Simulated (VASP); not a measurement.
# GaP (F-43m) in VASP: notebook

GaP is run at these levels: PBEsol, PBE, RPBE+D3(BJ); tasks: single point.

Everything below comes from runs of VASP 6.6.1. Logs are shortened: lines on timing, memory, paths and dates and some standing lists are left out, and cuts for length are marked.

**Experimental background.**

“Stacking defects in GaP nanowires: Electronic structure and optical properties”, 2018, arxiv:1810.01194 quotes, for a bulk crystal of GaP at 10 K: band gap 2.34 eV (indirect).

How close the calculation comes is told below.

### 1 The cell of the first run

Symmetry: F-43m, No. 216, cubic system. The conventional cell has a = 5.557 Å, b = 5.557 Å, c = 5.557 Å, α = 90.00°, β = 90.00°, γ = 90.00°. Ga (site symmetry -43m) has 4 P at 2.41 Å within 3.2 Å. Within 3.2 Å of P (site symmetry -43m) lie 4 Ga at 2.41 Å.

### 2 Single point, PBEsol

Contents of INCAR:

```
  PREC = Accurate
  ENCUT = 520
  EDIFF = 1E-7
  ISMEAR = -1
  SIGMA = 0.05
  LREAL = False
  LASPH = True
  NELM = 100
  ALGO = Normal
  ISIF = 2
  LWAVE = False
  LCHARG = True
  GGA = PS
  LELF = True
  LVHAR = True
  NBANDS = 16
```

Contents of KPOINTS:

```
regular mesh
0
Gamma
  8 8 8
```

Contents of POSCAR:

```
GaP
1.0
    0.0000000000      2.7786998443      2.7786998443
    2.7786998443      0.0000000000      2.7786998443
    2.7786998443      2.7786998443      0.0000000000
Ga P
1 1
Direct
    0.0000000000      0.0000000000      0.0000000000
    0.7500000000      0.7500000000      0.7500000000
```

Potentials or basis: VASP PAW PBE potentials, release 64 (Ga_d, P).

Started as:

```bash
$ cat potpaw_PBE.64/Ga_d/POTCAR potpaw_PBE.64/P/POTCAR > POTCAR
$ mpirun -np 1 vasp_std > vasp.out
```

OUTCAR:

```text
PREC = Accurate
   ENCUT = 520
   EDIFF = 1E-7
   ISMEAR = -1
   LREAL = False
   LASPH = True
   NELM = 100
   ISIF = 2
   GGA = PS

 ion  position               nearest neighbor table
   1  0.000  0.000  0.000-   2 2.41   2 2.41   2 2.41   2 2.41
   2  0.750  0.750  0.750-   1 2.41   1 2.41   1 2.41   1 2.41

  LATTYP: Found a face centered cubic cell.
 ALAT       =     5.5573996886

  Lattice vectors:

 A1 = (   0.0000000000,   2.7786998443,   2.7786998443)
 A2 = (   2.7786998443,   0.0000000000,   2.7786998443)
 A3 = (   2.7786998443,   2.7786998443,   0.0000000000)

Analysis of symmetry for initial positions (statically):
[... 5 lines left out ...]
 face centered cubic supercell.

 Subroutine GETGRP returns: Found 24 space group operations
 (whereof 24 operations were pure point group operations)
 out of a pool of 48 trial point group operations.

The static configuration has the point symmetry T_d .

Analysis of symmetry for dynamics (positions and initial velocities):
[... 5 lines left out ...]
 face centered cubic supercell.

 Subroutine GETGRP returns: Found 24 space group operations
 (whereof 24 operations were pure point group operations)
 out of a pool of 48 trial point group operations.

The dynamic configuration has the point symmetry T_d .

 Subroutine INISYM returns: Found 24 space group operations
 (whereof 24 operations are pure point group operations),
 and found     1 'primitive' translations

----------------------------------------------------------------------------------------

                                     Primitive cell

  volume of cell :      42.9096

  direct lattice vectors                    reciprocal lattice vectors
     0.000000000  2.778699844  2.778699844    -0.179940270  0.179940270  0.179940270
     2.778699844  0.000000000  2.778699844     0.179940270 -0.179940270  0.179940270
     2.778699844  2.778699844  0.000000000     0.179940270  0.179940270 -0.179940270

  length of vectors
     3.929675006  3.929675006  3.929675006     0.311665690  0.311665690  0.311665690

  position of ions in fractional coordinates (direct lattice)
     0.000000000  0.000000000  0.000000000
     0.750000000  0.750000000  0.750000000

  ion indices of the primitive-cell ions
   primitive index   ion index
                 1           1
                 2           2

----------------------------------------------------------------------------------------

 KPOINTS: regular mesh

Automatic generation of k-mesh.
 Grid dimensions read from file:
 generate k-points for:    8    8    8

 Generating k-lattice:

  Cartesian coordinates                     Fractional coordinates (reciprocal lattice)
    -0.022492534  0.022492534  0.022492534     0.125000000  0.000000000  0.000000000
     0.022492534 -0.022492534  0.022492534     0.000000000  0.125000000  0.000000000
     0.022492534  0.022492534 -0.022492534     0.000000000  0.000000000  0.125000000

  Length of vectors
     0.038958211  0.038958211  0.038958211

  Shift w.r.t. Gamma in fractional coordinates (k-lattice)
     0.000000000  0.000000000  0.000000000

 Subroutine IBZKPT returns following result:
 ===========================================

 Found     29 irreducible k-points:

 Following reciprocal coordinates:
            Coordinates               Weight
  0.000000  0.000000  0.000000      1.000000
  0.125000  0.000000  0.000000      8.000000
  0.250000  0.000000  0.000000      8.000000
  0.375000  0.000000  0.000000      8.000000
  0.500000  0.000000  0.000000      4.000000
  0.125000  0.125000  0.000000      6.000000
[... 16 lines left out ...]
  0.500000  0.250000  0.125000     48.000000
 -0.375000  0.250000  0.125000     24.000000
 [... further k-points ...]
   k-points           NKPTS =     29   k-points in BZ     NKDIM =     29   number of bands    NBANDS=     16
   number of dos      NEDOS =    301   number of ions     NIONS =      2
   total plane-waves  NPLWV =  27000
   dimension x,y,z NGX =    30 NGY =   30 NGZ =   30
   dimension x,y,z NGXF=    60 NGYF=   60 NGZF=   60
   ions per type =               1   1
   NGX,Y,Z   is equivalent  to a cutoff of  12.69, 12.69, 12.69 a.u.
   NGXF,Y,Z  is equivalent  to a cutoff of  25.38, 25.38, 25.38 a.u.
 SYSTEM =  unknown system
   PREC   = accura    normal or accurate (medium, high low for compatibility)
   ISTART =      0    job   : 0-new  1-cont  2-samecut
   ICHARG =      2    charge: 1-file 2-atom 10-const
   ISPIN  =      1    spin polarized calculation?
   LNONCOLLINEAR =      F non collinear calculations
   LSORBIT =      F    spin-orbit coupling
   LASPH  =      T    aspherical Exc in radial PAW
   ENCUT  =  520.0 eV  38.22 Ry    6.18 a.u.   7.31  7.31  7.31*2*pi/ulx,y,z
   NELM   =    100;   NELMIN=  2; NELMDL= -5     # of ELM steps
   EDIFF  = 0.1E-06   stopping-criterion for ELM
   LREAL  =      F    real-space projection
   EDIFFG = 0.1E-05   stopping-criterion for IOM
   NSW    =      0    number of steps for IOM
   IBRION =     -1    ionic relax: 0-MD 1-quasi-New 2-CG
   NFREE  =      0    steps in history (QN), initial steepest desc. (CG)
   ISIF   =      2    stress and relaxation
   ISYM   =      2    0-nonsym 1-usesym 2-fastsym
   POTIM  = 0.5000    time-step for ionic-motion
   TEBEG  =    0.0;   TEEND  =   0.0 temperature during run
   PSTRESS=    0.0 pullay stress
   NELECT =      18.0000    total number of electrons
   NUPDOWN=      -1.0000    fix difference up-down
   EMIN   =  10.00;   EMAX   =-10.00  energy-range for DOS
   EFERMI =   0.00;   METHOD = LEGACY
   ISMEAR =    -1;   SIGMA  =   0.05  broadening in eV -4-tet -1-fermi 0-gaus
   EFERMI_NEDOS =   21; number of points for ismear=-14 and -15
   IALGO  =     38    algorithm
   IMIX   =      4    mixing-type and parameters
     AMIX     =   0.40;   BMIX     =  1.00
     AMIX_MAG =   1.60;   BMIX_MAG =  1.00
  volume/ion in A,a.u.               =      21.45       144.78
  Fermi-wavevector in a.u.,A,eV,Ry     =   1.225502  2.315863 20.433980  1.501855
  Thomas-Fermi vector in A             =   2.360538
   LORBIT       =      0    0 simple, 1 ext, 2 COOP (PROOUT), +10 PAW based schemes
   GGA     = PS    functional components
   LHFCALC =     F    Hartree Fock is set to
   AEXX    =    0.0000 exact exchange contribution
   IVDW    =     0    specifies the selected vdW correction
   LEPSILON=     F    determine dielectric tensor
   LRPA    =     F    only Hartree local field effects (RPA)
 non-spin polarized calculation
  energy-cutoff  :      520.00
  volume of cell :       42.91
 maximum number of plane-waves:      1174
 NGX is ok and might be reduce to    30
   NGX = 15   NGY = 15   NGZ = 15

 number of electron      18.0000013 magnetization

 Free energy of the ion-electron system (eV)
  ---------------------------------------------------
  ext. energy  EPLUGINS =         0.00000000
  ---------------------------------------------------
  free energy    TOTEN  =        -9.87803033 eV

  energy without entropy =       -9.87803030  energy(sigma->0) =       -9.87803032

 E-fermi :   4.6539     XC(G=0):  -9.7598

 val. band max:        3.9920959577   @ k =   0.0000   0.0000   0.0000
 cond. band min:       5.2712386220   @ k =   0.0000   0.0000   0.0000
 fundamental gap:      1.2791426643
 Fermi energy:         4.6539158438

 k-point     1 :       0.0000    0.0000    0.0000
  band No.  band energies     occupation
      1     -10.4596      2.00000
      2     -10.4596      2.00000
      3     -10.4596      2.00000
      4     -10.3756      2.00000
      5     -10.3756      2.00000
      6      -8.1065      2.00000
[... 8 lines left out ...]
     15      13.6769      0.00000
     16      13.6769      0.00000

 k-point     2 :       0.1250    0.0000    0.0000
  band No.  band energies     occupation
      1     -10.4700      2.00000
      2     -10.4557      2.00000
      3     -10.4557      2.00000
      4     -10.3756      2.00000
      5     -10.3756      2.00000
      6      -7.9180      2.00000
[... 8 lines left out ...]
     15      13.0520      0.00000
     16      13.2014      0.00000

 k-point     3 :       0.2500    0.0000    0.0000
  band No.  band energies     occupation
      1     -10.4936      2.00000
      2     -10.4474      2.00000
      3     -10.4474      2.00000
      4     -10.3745      2.00000
      5     -10.3745      2.00000
      6      -7.3840      2.00000
[... 8 lines left out ...]
     15      12.8552      0.00000
     16      13.5428      0.00000

 k-point     4 :       0.3750    0.0000    0.0000
  band No.  band energies     occupation
      1     -10.5155      2.00000
      2     -10.4409      2.00000
      3     -10.4409      2.00000
      4     -10.3715      2.00000
      5     -10.3715      2.00000
      6      -6.6452      2.00000
[... 8 lines left out ...]
     15      13.9838      0.00000
     16      13.9838      0.00000

 k-point     5 :       0.5000    0.0000    0.0000
  band No.  band energies     occupation
      1     -10.5242      2.00000
      2     -10.4389      2.00000
      3     -10.4389      2.00000
      4     -10.3695      2.00000
      5     -10.3695      2.00000
      6      -6.2019      2.00000
[... 8 lines left out ...]
     15      15.4626      0.00000
     16      15.4626      0.00000

 k-point     6 :       0.1250    0.1250    0.0000
  band No.  band energies     occupation
      1     -10.4772      2.00000
      2     -10.4520      2.00000
      3     -10.4520      2.00000
      4     -10.3789      2.00000
      5     -10.3729      2.00000
      6      -7.8552      2.00000
[... 8 lines left out ...]
     15      13.5503      0.00000
     16      13.9166      0.00000
[... 267 lines left out ...]
 k-point    21 :       0.5000    0.5000    0.0000
  band No.  band energies     occupation
      1     -10.5565      2.00000
      2     -10.4055      2.00000
      3     -10.4055      2.00000
      4     -10.4042      2.00000
      5     -10.3576      2.00000
      6      -5.3688      2.00000
[... 8 lines left out ...]
     15      16.2719      0.00000
     16      16.6855      0.00000

 k-point    22 :       0.3750    0.2500    0.1250
  band No.  band energies     occupation
      1     -10.5131      2.00000
      2     -10.4374      2.00000
      3     -10.4341      2.00000
      4     -10.3842      2.00000
      5     -10.3681      2.00000
      6      -6.9285      2.00000
[... 8 lines left out ...]
     15      14.8337      0.00000
     16      15.8815      0.00000

 k-point    23 :       0.5000    0.2500    0.1250
  band No.  band energies     occupation
      1     -10.5258      2.00000
      2     -10.4343      2.00000
      3     -10.4265      2.00000
      4     -10.3825      2.00000
      5     -10.3681      2.00000
      6      -6.2343      2.00000
[... 8 lines left out ...]
     15      15.1185      0.00000
     16      16.4712      0.00000

 k-point    24 :      -0.3750    0.2500    0.1250
  band No.  band energies     occupation
      1     -10.5305      2.00000
      2     -10.4339      2.00000
      3     -10.4238      2.00000
      4     -10.3796      2.00000
      5     -10.3695      2.00000
      6      -5.8246      2.00000
[... 8 lines left out ...]
     15      15.6779      0.00000
     16      16.1001      0.00000

 [... further k-points ...]
[... 5 lines left out ...]
  --------------------------------------------------------------------------------------
  -------------------------------------------------------------------------------------
  Total       -1.2852333     -1.2852333     -1.2852333     -0.0000000      0.0000000      0.0000000
  in kB      -47.9885517    -47.9885517    -47.9885517     -0.0000000      0.0000000      0.0000000
  external PRESSURE =     -47.9885517 kB  Pullay stress =       0.0000000 kB

 VOLUME and BASIS-vectors are now :
 -----------------------------------------------------------------------------
  energy-cutoff  :      520.00
  volume of cell :       42.91
      direct lattice vectors                 reciprocal lattice vectors
     0.000000000  2.778699844  2.778699844    -0.179940270  0.179940270  0.179940270
     2.778699844  0.000000000  2.778699844     0.179940270 -0.179940270  0.179940270
     2.778699844  2.778699844  0.000000000     0.179940270  0.179940270 -0.179940270

 POSITION                                       TOTAL-FORCE (eV/Angst)
 -----------------------------------------------------------------------------------
      0.00000      0.00000      0.00000        -0.000000     -0.000000     -0.000000
      4.16805      4.16805      4.16805         0.000000      0.000000      0.000000
 -----------------------------------------------------------------------------------
    total drift:                               -0.000000     -0.000000     -0.000000

  FREE ENERGIE OF THE ION-ELECTRON SYSTEM (eV)
  ---------------------------------------------------
  free  energy   TOTEN  =        -9.8780303328 eV

  energy  without entropy=       -9.8780302997  energy(sigma->0) =       -9.87803032
```

It took 11 s on 1 thread of Intel Xeon 6975P-C (Granite Rapids), shared host; peak memory 0.17 GiB.

Results:

| Quantity | Value |
| --- | --- |
| Free energy | -9.8780 eV |
| Pressure | -4.8 GPa |
| Band gap on the k mesh | 1.28 eV, direct |

Levels at points of the mesh, in eV from the valence-band top:
| k point | band 7 | band 8 | band 9 | band 10 | band 11 | band 12 |
| --- | --- | --- | --- | --- | --- | --- |
| (0.00, 0.00, 0.00) | 0.00 | 0.00 | 0.00 | 1.28 | 3.84 | 3.84 |
| (0.50, 0.00, 0.00) | -6.38 | -1.05 | -1.05 | 1.41 | 4.66 | 4.66 |
| (0.50, 0.50, 0.00) | -6.54 | -2.52 | -2.52 | 1.63 | 1.76 | 10.11 |

Caveat: the PAW data sets were made with another functional, which shifts forces and pressure a little. As with any semilocal functional, this PBEsol gap is likely too small.

[end of part 1 of 2]
